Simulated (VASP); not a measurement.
# LiCl (Fm-3m) in VASP: single point with PBE

Aim: the single point of LiCl with PBE.

Program: VASP 6.6.1. These are calculated values, not measurements. Logs are shortened: lines on timing, memory, paths and dates and some standing lists are left out, and cuts for length are marked.

## 1. The cell of the first run

Symmetry: Fm-3m, No. 225, cubic system. Conventional cell: a = 5.140 Å, b = 5.140 Å, c = 5.140 Å, α = 90.00°, β = 90.00°, γ = 90.00°. Li (site symmetry m-3m) has 6 Cl at 2.57 Å within 3.4 Å. Within 3.4 Å of Cl (site symmetry m-3m) lie 6 Li at 2.57 Å.

## 2. Single point, PBE

Input file INCAR:

```
PREC = Accurate ; ENCUT = 750
EDIFF = 1E-6 ; ISMEAR = 0
SIGMA = 0.01 ; LREAL = False
LASPH = True ; NELM = 120
ALGO = Normal ; ISIF = 2
LWAVE = False ; LCHARG = True
GGA = PE ; LELF = True
LVHAR = True ; NBANDS = 12
GGA_COMPAT = False
```

Input file KPOINTS:

```
regular mesh
0
Gamma
  4 4 4
```

Input file POSCAR:

```
LiCl
1.0
    0.0000000000      2.5700000000      2.5700000000
    2.5700000000      0.0000000000      2.5700000000
    2.5700000000      2.5700000000      0.0000000000
Li Cl
1 1
Direct
    0.0000000000      0.0000000000      0.0000000000
    0.5000000000      0.5000000000      0.5000000000
```

Potentials or basis: VASP PAW PBE potentials, release 64 (Li_sv, Cl).

Started as:

```bash
$ cat potpaw_PBE.64/Li_sv/POTCAR potpaw_PBE.64/Cl/POTCAR > POTCAR
$ mpirun -np 1 vasp_std > vasp.out
```

OUTCAR:

```text
PREC = Accurate
   ENCUT = 750
   EDIFF = 1E-6
   ISMEAR = 0
   LREAL = False
   LASPH = True
   NELM = 120
   ISIF = 2
   GGA = PE

 ion  position               nearest neighbor table
   1  0.000  0.000  0.000-   2 2.57   2 2.57   2 2.57   2 2.57   2 2.57   2 2.57
   2  0.500  0.500  0.500-   1 2.57   1 2.57   1 2.57   1 2.57   1 2.57   1 2.57

  LATTYP: Found a face centered cubic cell.
 ALAT       =     5.1400000000

  Lattice vectors:

 A1 = (   0.0000000000,   2.5700000000,   2.5700000000)
 A2 = (   2.5700000000,   0.0000000000,   2.5700000000)
 A3 = (   2.5700000000,   2.5700000000,   0.0000000000)

Analysis of symmetry for initial positions (statically):
=====================================================================
 Subroutine PRICEL returns:
 Original cell was already a primitive cell.

 Routine SETGRP: Setting up the symmetry group for a
 face centered cubic supercell.

 Subroutine GETGRP returns: Found 48 space group operations
 (whereof 48 operations were pure point group operations)
 out of a pool of 48 trial point group operations.

The static configuration has the point symmetry O_h .

Analysis of symmetry for dynamics (positions and initial velocities):
=====================================================================
 Subroutine PRICEL returns:
 Original cell was already a primitive cell.

 Routine SETGRP: Setting up the symmetry group for a
 face centered cubic supercell.

 Subroutine GETGRP returns: Found 48 space group operations
 (whereof 48 operations were pure point group operations)
 out of a pool of 48 trial point group operations.

The dynamic configuration has the point symmetry O_h .

 Subroutine INISYM returns: Found 48 space group operations
 (whereof 48 operations are pure point group operations),
 and found     1 'primitive' translations

----------------------------------------------------------------------------------------

                                     Primitive cell

  volume of cell :      33.9492

  direct lattice vectors                    reciprocal lattice vectors
     0.000000000  2.570000000  2.570000000    -0.194552529  0.194552529  0.194552529
     2.570000000  0.000000000  2.570000000     0.194552529 -0.194552529  0.194552529
     2.570000000  2.570000000  0.000000000     0.194552529  0.194552529 -0.194552529

  length of vectors
     3.634528855  3.634528855  3.634528855     0.336974865  0.336974865  0.336974865

  position of ions in fractional coordinates (direct lattice)
     0.000000000  0.000000000  0.000000000
     0.500000000  0.500000000  0.500000000

  ion indices of the primitive-cell ions
   primitive index   ion index
                 1           1
                 2           2

----------------------------------------------------------------------------------------

 KPOINTS: regular mesh

Automatic generation of k-mesh.
 Grid dimensions read from file:
 generate k-points for:    4    4    4

 Generating k-lattice:

  Cartesian coordinates                     Fractional coordinates (reciprocal lattice)
    -0.048638132  0.048638132  0.048638132     0.250000000  0.000000000  0.000000000
     0.048638132 -0.048638132  0.048638132     0.000000000  0.250000000  0.000000000
     0.048638132  0.048638132 -0.048638132     0.000000000  0.000000000  0.250000000

  Length of vectors
     0.084243716  0.084243716  0.084243716

  Shift w.r.t. Gamma in fractional coordinates (k-lattice)
     0.000000000  0.000000000  0.000000000

 Subroutine IBZKPT returns following result:
 ===========================================

 Found      8 irreducible k-points:

 Following reciprocal coordinates:
            Coordinates               Weight
  0.000000  0.000000  0.000000      1.000000
  0.250000  0.000000  0.000000      8.000000
  0.500000  0.000000  0.000000      4.000000
  0.250000  0.250000  0.000000      6.000000
  0.500000  0.250000  0.000000     24.000000
 -0.250000  0.250000  0.000000     12.000000
  0.500000  0.500000  0.000000      3.000000
 -0.250000  0.500000  0.250000      6.000000
   k-points           NKPTS =      8   k-points in BZ     NKDIM =      8   number of bands    NBANDS=     12
   number of dos      NEDOS =    301   number of ions     NIONS =      2
   total plane-waves  NPLWV =  32768
   dimension x,y,z NGX =    32 NGY =   32 NGZ =   32
   dimension x,y,z NGXF=    64 NGYF=   64 NGZF=   64
   ions per type =               1   1
   NGX,Y,Z   is equivalent  to a cutoff of  14.64, 14.64, 14.64 a.u.
   NGXF,Y,Z  is equivalent  to a cutoff of  29.27, 29.27, 29.27 a.u.
 SYSTEM =  unknown system
   PREC   = accura    normal or accurate (medium, high low for compatibility)
   ISTART =      0    job   : 0-new  1-cont  2-samecut
   ICHARG =      2    charge: 1-file 2-atom 10-const
   ISPIN  =      1    spin polarized calculation?
   LNONCOLLINEAR =      F non collinear calculations
   LSORBIT =      F    spin-orbit coupling
   LASPH  =      T    aspherical Exc in radial PAW
   ENCUT  =  750.0 eV  55.12 Ry    7.42 a.u.   8.12  8.12  8.12*2*pi/ulx,y,z
   NELM   =    120;   NELMIN=  2; NELMDL= -5     # of ELM steps
   EDIFF  = 0.1E-05   stopping-criterion for ELM
   LREAL  =      F    real-space projection
   EDIFFG = 0.1E-04   stopping-criterion for IOM
   NSW    =      0    number of steps for IOM
   IBRION =     -1    ionic relax: 0-MD 1-quasi-New 2-CG
   NFREE  =      0    steps in history (QN), initial steepest desc. (CG)
   ISIF   =      2    stress and relaxation
   ISYM   =      2    0-nonsym 1-usesym 2-fastsym
   POTIM  = 0.5000    time-step for ionic-motion
   TEBEG  =    0.0;   TEEND  =   0.0 temperature during run
   PSTRESS=    0.0 pullay stress
   NELECT =      10.0000    total number of electrons
   NUPDOWN=      -1.0000    fix difference up-down
   EMIN   =  10.00;   EMAX   =-10.00  energy-range for DOS
   EFERMI =   0.00;   METHOD = LEGACY
   ISMEAR =     0;   SIGMA  =   0.01  broadening in eV -4-tet -1-fermi 0-gaus
   EFERMI_NEDOS =   21; number of points for ismear=-14 and -15
   IALGO  =     38    algorithm
   IMIX   =      4    mixing-type and parameters
     AMIX     =   0.40;   BMIX     =  1.00
     AMIX_MAG =   1.60;   BMIX_MAG =  1.00
  volume/ion in A,a.u.               =      16.97       114.55
  Fermi-wavevector in a.u.,A,eV,Ry     =   1.089260  2.058404 16.143152  1.186488
  Thomas-Fermi vector in A             =   2.225460
   LORBIT       =      0    0 simple, 1 ext, 2 COOP (PROOUT), +10 PAW based schemes
   GGA     = PE    functional components
   LHFCALC =     F    Hartree Fock is set to
   AEXX    =    0.0000 exact exchange contribution
   IVDW    =     0    specifies the selected vdW correction
   LEPSILON=     F    determine dielectric tensor
   LRPA    =     F    only Hartree local field effects (RPA)
 non-spin polarized calculation
 Gauss-broadening in eV      SIGMA  =   0.01
  energy-cutoff  :      750.00
  volume of cell :       33.95
 maximum number of plane-waves:      1604
   NGX = 17   NGY = 17   NGZ = 17

 number of electron      10.0000002 magnetization

 Free energy of the ion-electron system (eV)
  ---------------------------------------------------
  ext. energy  EPLUGINS =         0.00000000
  ---------------------------------------------------
  free energy    TOTEN  =        -7.37732596 eV

  energy without entropy =       -7.37732596  energy(sigma->0) =       -7.37732596

 E-fermi :   0.6746     XC(G=0):  -8.7018

 val. band max:        0.5389902501   @ k =   0.0000   0.0000   0.0000
 cond. band min:       6.8355351338   @ k =   0.0000   0.0000   0.0000
 fundamental gap:      6.2965448837
 Fermi energy:         0.6746049173

 k-point     1 :       0.0000    0.0000    0.0000
  band No.  band energies     occupation
      1     -42.9961      2.00000
      2     -12.8361      2.00000
      3       0.5390      2.00000
      4       0.5390      2.00000
      5       0.5390      2.00000
      6       6.8355      0.00000
      7      12.4695      0.00000
      8      12.4695      0.00000
      9      12.4695      0.00000
     10      15.0272      0.00000
     11      15.0272      0.00000
     12      15.0624      0.00000

 k-point     2 :       0.2500    0.0000    0.0000
  band No.  band energies     occupation
      1     -42.9948      2.00000
      2     -12.5714      2.00000
      3      -1.0281      2.00000
      4       0.4057      2.00000
      5       0.4057      2.00000
      6       7.7365      0.00000
      7      11.2209      0.00000
      8      11.2209      0.00000
      9      11.4917      0.00000
     10      14.4734      0.00000
     11      14.4734      0.00000
     12      16.0495      0.00000

 k-point     3 :       0.5000    0.0000    0.0000
  band No.  band energies     occupation
      1     -42.9935      2.00000
      2     -12.2742      2.00000
      3      -2.2510      2.00000
      4       0.2858      2.00000
      5       0.2858      2.00000
      6       7.2897      0.00000
      7      10.0329      0.00000
      8      10.0329      0.00000
      9      13.4441      0.00000
     10      17.3908      0.00000
     11      17.6468      0.00000
     12      17.6468      0.00000

 k-point     4 :       0.2500    0.2500    0.0000
  band No.  band energies     occupation
      1     -42.9944      2.00000
      2     -12.4723      2.00000
      3      -0.9570      2.00000
      4      -0.0435      2.00000
      5      -0.0435      2.00000
      6       9.0407      0.00000
      7      10.0929      0.00000
      8      10.2629      0.00000
      9      13.0483      0.00000
     10      13.0483      0.00000
     11      16.1180      0.00000
     12      18.1007      0.00000

 k-point     5 :       0.5000    0.2500    0.0000
  band No.  band energies     occupation
      1     -42.9931      2.00000
      2     -12.1586      2.00000
      3      -1.9236      2.00000
      4      -0.7378      2.00000
      5      -0.1664      2.00000
      6       8.6996      0.00000
      7      10.1227      0.00000
      8      11.4388      0.00000
      9      11.7963      0.00000
     10      14.9887      0.00000
     11      18.1279      0.00000
     12      19.0324      0.00000

 k-point     6 :      -0.2500    0.2500    0.0000
  band No.  band energies     occupation
      1     -42.9935      2.00000
      2     -12.2713      2.00000
      3      -1.5429      2.00000
      4      -0.8840      2.00000
      5       0.2617      2.00000
      6       8.7097      0.00000
      7      10.7306      0.00000
      8      10.7449      0.00000
      9      11.2762      0.00000
     10      14.9042      0.00000
     11      17.6517      0.00000
     12      17.9631      0.00000

 k-point     7 :       0.5000    0.5000    0.0000
  band No.  band energies     occupation
      1     -42.9927      2.00000
      2     -12.0337      2.00000
      3      -2.3263      2.00000
      4      -0.5507      2.00000
      5      -0.5507      2.00000
      6       8.3951      0.00000
      7       8.8386      0.00000
      8      12.9259      0.00000
      9      14.6076      0.00000
     10      14.6076      0.00000
     11      17.5329      0.00000
     12      19.1153      0.00000

 k-point     8 :      -0.2500    0.5000    0.2500
  band No.  band energies     occupation
      1     -42.9927      2.00000
      2     -12.0420      2.00000
      3      -1.5591      2.00000
      4      -1.5591      2.00000
      5      -0.5111      2.00000
      6      10.0568      0.00000
      7      10.6641      0.00000
      8      10.9583      0.00000
      9      10.9583      0.00000
     10      16.4416      0.00000
     11      16.4416      0.00000
     12      19.1612      0.00000

------------------------ aborting loop because EDIFF is reached ----------------------------------------

  FORCE on cell =-STRESS in cart. coord.  units (eV):
  Direction    XX          YY          ZZ          XY          YZ          ZX
  --------------------------------------------------------------------------------------
  -------------------------------------------------------------------------------------
  Total        0.0466800      0.0466800      0.0466800     -0.0000000     -0.0000000     -0.0000000
  in kB        2.2029882      2.2029882      2.2029882     -0.0000000     -0.0000000     -0.0000000
  external PRESSURE =       2.2029882 kB  Pullay stress =       0.0000000 kB

 VOLUME and BASIS-vectors are now :
 -----------------------------------------------------------------------------
  energy-cutoff  :      750.00
  volume of cell :       33.95
      direct lattice vectors                 reciprocal lattice vectors
     0.000000000  2.570000000  2.570000000    -0.194552529  0.194552529  0.194552529
     2.570000000  0.000000000  2.570000000     0.194552529 -0.194552529  0.194552529
     2.570000000  2.570000000  0.000000000     0.194552529  0.194552529 -0.194552529

 POSITION                                       TOTAL-FORCE (eV/Angst)
 -----------------------------------------------------------------------------------
      0.00000      0.00000      0.00000         0.000000      0.000000      0.000000
      2.57000      2.57000      2.57000         0.000000      0.000000     -0.000000
 -----------------------------------------------------------------------------------
    total drift:                               -0.000000     -0.000000      0.000000

  FREE ENERGIE OF THE ION-ELECTRON SYSTEM (eV)
  ---------------------------------------------------
  free  energy   TOTEN  =        -7.3773259565 eV

  energy  without entropy=       -7.3773259565  energy(sigma->0) =       -7.37732596
```

It took 9.6 s on 1 thread of Intel Xeon 8259CL, shared host; peak memory 0.16 GiB.

Results:

| Property | Result |
| --- | --- |
| Free energy | -7.3773 eV |
| Pressure | 0.2 GPa |
| Band gap on the k mesh | 6.30 eV |

Caveat: the k points lie up to 0.53 Å⁻¹ apart.
